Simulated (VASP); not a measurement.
RbBr (rocksalt type), 2 atoms in the cell. The structure is cubic, space group Fm-3m (No. 225). The conventional cell has a = 7.130 Å, b = 7.130 Å, c = 7.130 Å, α = 90.00°, β = 90.00°, γ = 90.00°. Rb (site symmetry m-3m) has 6 Br at 3.57 Å within 4.7 Å. Br (site symmetry m-3m) has 6 Rb at 3.57 Å within 4.7 Å.  This cell differs from its parent crystal: volume scaled by 1.05.

```yaml
Program: VASP 6.6.1
Task: single point
Functional: PBE
Potentials_or_basis: VASP PAW PBE potentials, release 64 (Rb_sv, Br)
Cutoff: 520 eV
k_mesh: 9 × 9 × 9
Occupations: fermi-dirac, width 0.05 eV
Spin: no spin polarisation
Dipole_correction: no
Further_INCAR_settings: ALGO = Normal; EDIFF = 1e-07; NBANDS = 15
```

Potentials or basis: VASP PAW PBE potentials, release 64 (Rb_sv, Br).

Command:

```sh
$ cat potpaw_PBE.64/Rb_sv/POTCAR potpaw_PBE.64/Br/POTCAR > POTCAR
$ mpirun -np 1 vasp_std > vasp.out
```

Hardware: 1 thread of Intel(R) Xeon(R) Platinum 8259CL CPU @ 2.50GHz (Skylake/Cascade Lake) (shared host).

Q: How long does it take, and how much memory?

A: Run time: 61 s on 1 thread of Intel(R) Xeon(R) Platinum 8259CL CPU @ 2.50GHz (Skylake/Cascade Lake), with other jobs on the host, peak memory 0.25 GiB. Counts: scf iterations 14, k points 35.
